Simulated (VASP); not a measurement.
Input of a VASP 6.6.1 run:

The input INCAR:

```
SYSTEM = Sr
  PREC = Accurate
  ENCUT = 520
  EDIFF = 1E-6
  ISMEAR = -1
  SIGMA = 0.05
  LREAL = .False.
  LASPH = .True.
  NELM = 80
  ALGO = Normal
  ISIF = 2
  LWAVE = .False.
  LCHARG = .False.
  GGA = PS
  NBANDS = 28
```

File KPOINTS:

```
Automatic mesh
0
Gamma
  4 4 4
  0 0 0
```

The input POSCAR:

```
Sr
1.0
    5.9279093614      0.0000000000      0.0000000000
    0.0000000000      5.9279093614      0.0000000000
    0.0000000000      0.0000000000      5.9279093614
Sr
4
Direct
    0.0000000000      0.0000000000      0.0000000000
    0.0000000000      0.5000000000      0.5000000000
    0.5000000000      0.0000000000      0.5000000000
    0.5000000000      0.5000000000      0.0000000000
```

Potentials or basis: VASP PAW PBE potentials, release 64 (Sr_sv).

Run with:

```sh
$ cat potpaw_PBE.64/Sr_sv/POTCAR > POTCAR
$ mpirun -np 1 vasp_std > vasp.out
```

(1) What does it give for the pressure?

Answers

(1) 0.0 GPa.

Caveat: the PAW data sets were made with another functional, which shifts forces and pressure a little.
